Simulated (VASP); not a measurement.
# AlGa3N4 (Pm) in VASP: notebook

Runs on AlGa3N4. Level: PBEsol. Tasks: single point.

All numbers are computed with VASP 6.6.1; they aren't measurements. Logs are shortened: lines on timing, memory, paths and dates and some standing lists are left out, and cuts for length are marked.

## Step 1: The cell of the first run

The structure is monoclinic, space group Pm (No. 6). The conventional cell has a = 5.142 Å, b = 3.165 Å, c = 5.478 Å, α = 90.00°, β = 90.04°, γ = 90.00°. Within 2.4 Å of Al (site symmetry m) lie 4 N at 1.81 to 1.94 Å. Within 2.5 Å of Ga (site symmetry m) lie 4 N at 1.91 to 1.97 Å. Within 2.6 Å of Ga (site symmetry m) lie 4 N at 1.95 to 1.97 Å. Within 2.6 Å of Ga (site symmetry m) lie 4 N at 1.93 to 2.01 Å. N (site symmetry m) has 1 Al at 1.81 Å and 3 Ga at 1.97 to 1.98 Å within 2.4 Å. Within 2.5 Å of N (site symmetry m) lie 2 Al at 1.88 Å and 2 Ga at 1.96 to 2.01 Å. Within 2.6 Å of N (site symmetry m) lie 4 Ga at 1.93 to 1.97 Å. N (site symmetry m) has 3 Ga at 1.91 to 1.95 Å and 1 Al at 1.94 Å within 2.5 Å.

## Step 2: Single point, PBEsol (mode 24 (697.0 1/cm) frozen in, largest displacement +0.075 Å)

INCAR reads:

```
SYSTEM = AlGa3N4
PREC     = Accurate       ! precision mode
ENCUT    = 520            ! plane-wave cutoff, eV
EDIFF    = 1E-6           ! SCF threshold, eV
ISMEAR   = 0              ! smearing method
SIGMA    = 0.05           ! smearing width, eV
LREAL    = .FALSE.        ! projectors in reciprocal space
LASPH    = .TRUE.         ! aspherical terms in the spheres
NELM     = 100            ! most SCF steps
ALGO     = Normal         ! electronic algorithm
ISIF     = 2              ! what is computed and relaxed
LWAVE    = .FALSE.        ! write WAVECAR
LCHARG   = .TRUE.         ! write CHGCAR
GGA      = PS             ! functional
LELF     = .TRUE.         ! ELF
LVHAR    = .TRUE.       
NBANDS   = 41             ! bands
```

KPOINTS reads:

```
regular mesh
0
G
  6 8 6
  0 0 0
```

POSCAR reads:

```
AlGa3N4
1.0
    5.1423511994      0.0000000000      0.0001215027
    0.0000000000      3.1649848006      0.0000000000
   -0.0035856898      0.0000000000      5.4784941377
Al Ga N
1 3 4
Direct
    0.0041403784      0.5000000000      0.6656574168
    0.4995656324      0.5000000000      0.3347371021
    0.4986679916      0.0000000000      0.8315888212
    0.9992883993      0.0000000000      0.1660656671
    0.1164480760      0.5000000000      0.3534474433
    0.1181671899      0.0000000000      0.8170942236
    0.6233329655      0.0000000000      0.1717516532
    0.6266377364      0.5000000000      0.6622897153
```

Potentials or basis: VASP PAW PBE potentials, release 64 (Al, Ga_d, N).

Command:

```
$ cat potpaw_PBE.64/Al/POTCAR potpaw_PBE.64/Ga_d/POTCAR potpaw_PBE.64/N/POTCAR > POTCAR
$ mpirun -np 1 vasp_std > vasp.out
```

OUTCAR:

```text
SYSTEM = AlGa3N4
   PREC = Accurate
   ENCUT = 520
   EDIFF = 1E-6
   ISMEAR = 0
   LREAL = .FALSE.
   LASPH = .TRUE.
   NELM = 100
   ISIF = 2
   GGA = PS

 ion  position               nearest neighbor table
   1  0.004  0.500  0.666-   5 1.81   6 1.88   6 1.88   8 1.94   2 3.13   3 3.13   3 3.13
   2  0.500  0.500  0.335-   8 1.91   7 1.93   7 1.93   5 1.97   1 3.13
   3  0.499  0.000  0.832-   8 1.95   8 1.95   6 1.96   7 1.97   1 3.13   1 3.13
   4  0.999  0.000  0.166-   7 1.93   5 1.98   5 1.98   6 2.01
   5  0.116  0.500  0.353-   1 1.81   2 1.97   4 1.98   4 1.98
   6  0.118  0.000  0.817-   1 1.88   1 1.88   3 1.96   4 2.01
   7  0.623  0.000  0.172-   2 1.93   2 1.93   4 1.93   3 1.97
   8  0.627  0.500  0.662-   2 1.91   1 1.94   3 1.95   3 1.95

  LATTYP: Found a simple monoclinic cell.
 ALAT       =     5.1423512008
 B/A-ratio  =     0.6154742601
 C/A-ratio  =     1.0653677855
 COS(beta)  =    -0.0006308748

  Lattice vectors:

 A1 = (   5.1423511994,   0.0000000000,   0.0001215027)
 A2 = (   0.0000000000,   3.1649848006,   0.0000000000)
 A3 = (  -0.0035856898,   0.0000000000,   5.4784941377)

Analysis of symmetry for initial positions (statically):
=====================================================================
 Subroutine PRICEL returns:
 Original cell was already a primitive cell.

 Routine SETGRP: Setting up the symmetry group for a
 simple monoclinic supercell.

 Subroutine GETGRP returns: Found  2 space group operations
 (whereof  2 operations were pure point group operations)
 out of a pool of  4 trial point group operations.

The static configuration has the point symmetry C_1h.

Analysis of symmetry for dynamics (positions and initial velocities):
=====================================================================
 Subroutine PRICEL returns:
 Original cell was already a primitive cell.

 Routine SETGRP: Setting up the symmetry group for a
 simple monoclinic supercell.

 Subroutine GETGRP returns: Found  2 space group operations
 (whereof  2 operations were pure point group operations)
 out of a pool of  4 trial point group operations.

The dynamic configuration has the point symmetry C_1h.

 Subroutine INISYM returns: Found  2 space group operations
 (whereof  2 operations are pure point group operations),
 and found     1 'primitive' translations

----------------------------------------------------------------------------------------

                                     Primitive cell

  volume of cell :      89.1650

  direct lattice vectors                    reciprocal lattice vectors
     5.142351199  0.000000000  0.000121503     0.194463572  0.000000000  0.000127277
     0.000000000  3.164984801  0.000000000     0.000000000  0.315957284  0.000000000
    -0.003585690  0.000000000  5.478494138    -0.000004313  0.000000000  0.182531907

  length of vectors
     5.142351201  3.164984801  5.478495311     0.194463614  0.315957284  0.182531907

  position of ions in fractional coordinates (direct lattice)
     0.004140378  0.500000000  0.665657417
     0.499565632  0.500000000  0.334737102
     0.498667992  0.000000000  0.831588821
     0.999288399  0.000000000  0.166065667
     0.116448076  0.500000000  0.353447443
     0.118167190  0.000000000  0.817094224
     0.623332965  0.000000000  0.171751653
     0.626637736  0.500000000  0.662289715

  ion indices of the primitive-cell ions
   primitive index   ion index
                 1           1
                 2           2
                 3           3
                 4           4
                 5           5
                 6           6
                 7           7
                 8           8

----------------------------------------------------------------------------------------

 KPOINTS: regular mesh

Automatic generation of k-mesh.
 Grid dimensions read from file:
 generate k-points for:    6    8    6

 Generating k-lattice:

  Cartesian coordinates                     Fractional coordinates (reciprocal lattice)
     0.032410595  0.000000000  0.000021213     0.166666667  0.000000000  0.000000000
     0.000000000  0.039494660  0.000000000     0.000000000  0.125000000  0.000000000
    -0.000000719  0.000000000  0.030421985    -0.000000000  0.000000000  0.166666667

  Length of vectors
     0.032410602  0.039494660  0.030421985

  Shift w.r.t. Gamma in fractional coordinates (k-lattice)
     0.000000000  0.000000000  0.000000000

 Subroutine IBZKPT returns following result:
 ===========================================

 Found    100 irreducible k-points:

 Following reciprocal coordinates:
            Coordinates               Weight
  0.000000  0.000000  0.000000      1.000000
  0.166667  0.000000  0.000000      2.000000
  0.333333  0.000000  0.000000      2.000000
  0.500000  0.000000  0.000000      1.000000
  0.000000  0.125000  0.000000      2.000000
  0.166667  0.125000  0.000000      4.000000
[... 16 lines left out ...]
  0.333333  0.000000  0.166667      2.000000
  0.500000  0.000000  0.166667      2.000000
 [... further k-points ...]
   k-points           NKPTS =    100   k-points in BZ     NKDIM =    100   number of bands    NBANDS=     41
   number of dos      NEDOS =    301   number of ions     NIONS =      8
   total plane-waves  NPLWV =  40320
   dimension x,y,z NGX =    40 NGY =   24 NGZ =   42
   dimension x,y,z NGXF=    80 NGYF=   48 NGZF=   84
   ions per type =               1   3   4
   NGX,Y,Z   is equivalent  to a cutoff of  12.93, 12.61, 12.74 a.u.
   NGXF,Y,Z  is equivalent  to a cutoff of  25.86, 25.21, 25.49 a.u.
 SYSTEM =  AlGa3N4
   PREC   = accura    normal or accurate (medium, high low for compatibility)
   ISTART =      0    job   : 0-new  1-cont  2-samecut
   ICHARG =      2    charge: 1-file 2-atom 10-const
   ISPIN  =      1    spin polarized calculation?
   LNONCOLLINEAR =      F non collinear calculations
   LSORBIT =      F    spin-orbit coupling
   LASPH  =      T    aspherical Exc in radial PAW
   ENCUT  =  520.0 eV  38.22 Ry    6.18 a.u.   9.56  5.88 10.19*2*pi/ulx,y,z
   NELM   =    100;   NELMIN=  2; NELMDL= -5     # of ELM steps
   EDIFF  = 0.1E-05   stopping-criterion for ELM
   LREAL  =      F    real-space projection
   EDIFFG = 0.1E-04   stopping-criterion for IOM
   NSW    =      0    number of steps for IOM
   IBRION =     -1    ionic relax: 0-MD 1-quasi-New 2-CG
   NFREE  =      0    steps in history (QN), initial steepest desc. (CG)
   ISIF   =      2    stress and relaxation
   ISYM   =      2    0-nonsym 1-usesym 2-fastsym
   POTIM  = 0.5000    time-step for ionic-motion
   TEBEG  =    0.0;   TEEND  =   0.0 temperature during run
   PSTRESS=    0.0 pullay stress
   NELECT =      62.0000    total number of electrons
   NUPDOWN=      -1.0000    fix difference up-down
   EMIN   =  10.00;   EMAX   =-10.00  energy-range for DOS
   EFERMI =   0.00;   METHOD = LEGACY
   ISMEAR =     0;   SIGMA  =   0.05  broadening in eV -4-tet -1-fermi 0-gaus
   EFERMI_NEDOS =   21; number of points for ismear=-14 and -15
   IALGO  =     38    algorithm
   IMIX   =      4    mixing-type and parameters
     AMIX     =   0.40;   BMIX     =  1.00
     AMIX_MAG =   1.60;   BMIX_MAG =  1.00
  volume/ion in A,a.u.               =      11.15        75.21
  Fermi-wavevector in a.u.,A,eV,Ry     =   1.450354  2.740771 28.620199  2.103525
  Thomas-Fermi vector in A             =   2.567975
   LORBIT       =      0    0 simple, 1 ext, 2 COOP (PROOUT), +10 PAW based schemes
   GGA     = PS    functional components
   LHFCALC =     F    Hartree Fock is set to
   AEXX    =    0.0000 exact exchange contribution
   IVDW    =     0    specifies the selected vdW correction
   LEPSILON=     F    determine dielectric tensor
   LRPA    =     F    only Hartree local field effects (RPA)
 non-spin polarized calculation
 Gauss-broadening in eV      SIGMA  =   0.05
  energy-cutoff  :      520.00
  volume of cell :       89.17
 maximum number of plane-waves:      2426
 NGX is ok and might be reduce to    40
   NGX = 19   NGY = 11   NGZ = 21

 number of electron      61.9999981 magnetization

 Free energy of the ion-electron system (eV)
  ---------------------------------------------------
  ext. energy  EPLUGINS =         0.00000000
  ---------------------------------------------------
  free energy    TOTEN  =       -54.87393695 eV

  energy without entropy =      -54.87393695  energy(sigma->0) =      -54.87393695

 E-fermi :   5.6857     XC(G=0): -11.7352

 val. band max:        5.4134395521   @ k =   0.0000   0.0000   0.0000
 cond. band min:       7.7760455217   @ k =   0.0000   0.0000   0.0000
 fundamental gap:      2.3626059696
 Fermi energy:         5.6856822486

 k-point     1 :       0.0000    0.0000    0.0000
  band No.  band energies     occupation
      1     -10.4011      2.00000
      2      -9.4823      2.00000
      3      -9.1730      2.00000
      4      -8.9395      2.00000
      5      -7.8617      2.00000
      6      -7.8498      2.00000
[... 33 lines left out ...]
     40      15.6188      0.00000
     41      15.9102      0.00000

 k-point     2 :       0.1667    0.0000    0.0000
  band No.  band energies     occupation
      1     -10.3157      2.00000
      2      -9.4847      2.00000
      3      -9.1867      2.00000
      4      -8.9349      2.00000
      5      -7.8575      2.00000
      6      -7.8462      2.00000
[... 33 lines left out ...]
     40      15.4858      0.00000
     41      15.7800      0.00000

 k-point     3 :       0.3333    0.0000    0.0000
  band No.  band energies     occupation
      1     -10.0901      2.00000
      2      -9.5365      2.00000
      3      -9.2230      2.00000
      4      -8.9196      2.00000
      5      -7.8424      2.00000
      6      -7.8369      2.00000
[... 33 lines left out ...]
     40      15.4041      0.00000
     41      15.5472      0.00000

 k-point     4 :       0.5000    0.0000    0.0000
  band No.  band energies     occupation
      1      -9.8878      2.00000
      2      -9.6536      2.00000
      3      -9.2402      2.00000
      4      -8.9092      2.00000
      5      -7.8428      2.00000
      6      -7.8297      2.00000
[... 825 lines left out ...]
     40      15.5339      0.00000
     41      15.6206      0.00000

 k-point    23 :       0.3333    0.0000    0.1667
  band No.  band energies     occupation
      1     -10.0299      2.00000
      2      -9.5155      2.00000
      3      -9.2333      2.00000
      4      -8.9418      2.00000
      5      -7.8412      2.00000
      6      -7.8350      2.00000
[... 33 lines left out ...]
     40      15.2920      0.00000
     41      15.7602      0.00000

 k-point    24 :       0.5000    0.0000    0.1667
  band No.  band energies     occupation
      1      -9.8440      2.00000
      2      -9.6066      2.00000
      3      -9.2535      2.00000
      4      -8.9312      2.00000
      5      -7.8397      2.00000
      6      -7.8284      2.00000
[... 33 lines left out ...]
     40      15.0992      0.00000
     41      15.7046      0.00000

 [... further k-points ...]
[... 5 lines left out ...]
  --------------------------------------------------------------------------------------
  -------------------------------------------------------------------------------------
  Total       -0.3336199      0.0448602      0.9925401      0.0000000      0.0000000     -0.3738404
  in kB       -5.9947077      0.8060774     17.8346292      0.0000000      0.0000000     -6.7174154
  external PRESSURE =       4.2153330 kB  Pullay stress =       0.0000000 kB

 VOLUME and BASIS-vectors are now :
 -----------------------------------------------------------------------------
  energy-cutoff  :      520.00
  volume of cell :       89.17
      direct lattice vectors                 reciprocal lattice vectors
     5.142351199  0.000000000  0.000121503     0.194463572  0.000000000  0.000127277
     0.000000000  3.164984801  0.000000000     0.000000000  0.315957284  0.000000000
    -0.003585690  0.000000000  5.478494138    -0.000004313  0.000000000  0.182531907

 POSITION                                       TOTAL-FORCE (eV/Angst)
 -----------------------------------------------------------------------------------
      0.01890      1.58249      3.64680        -0.927219      0.000000      0.720637
      2.56774      1.58249      1.83392        -0.289558      0.000000      0.102009
      2.56134      0.00000      4.55592         0.218899      0.000000     -0.061679
      5.13810      0.00000      0.90991         0.319978      0.000000      0.139787
      0.59755      1.58249      1.93637         0.529506      0.000000     -2.126516
      0.60473      0.00000      4.47646        -0.033781      0.000000      1.216448
      3.20478      0.00000      0.94102        -0.361683      0.000000     -0.717240
      3.22002      1.58249      3.62843         0.543859      0.000000      0.726553
 -----------------------------------------------------------------------------------
    total drift:                               -0.000797     -0.000000     -0.000359

  FREE ENERGIE OF THE ION-ELECTRON SYSTEM (eV)
  ---------------------------------------------------
  free  energy   TOTEN  =       -54.8739369471 eV

  energy  without entropy=      -54.8739369471  energy(sigma->0) =      -54.87393695
```

Run time: 5 min. Hardware: 1 thread of Intel Xeon Platinum 8488C (Sapphire Rapids), shared host; peak memory 0.39 GiB.

Results:

| Item | Value |
| --- | --- |
| Free energy | -54.8739 eV |
| Pressure | 0.4 GPa |
| Largest force | 2.191 eV/Å |
| Band gap on the k mesh | 2.36 eV, direct |

Forces in eV/Å, atoms in the order of the input:
```
Al  -0.927  0.000  0.721
Ga  -0.290  0.000  0.102
Ga   0.219  0.000 -0.062
Ga   0.320  0.000  0.140
N    0.530  0.000 -2.127
N   -0.034  0.000  1.216
N   -0.362  0.000 -0.717
N    0.544  0.000  0.727
```

Caveat: the cell differs from its parent crystal (mode 24 (697.0 1/cm) frozen in, largest displacement +0.075 Å); the PAW data sets were made with another functional, which shifts forces and pressure a little.

(Part 1 of 2 ends here.)
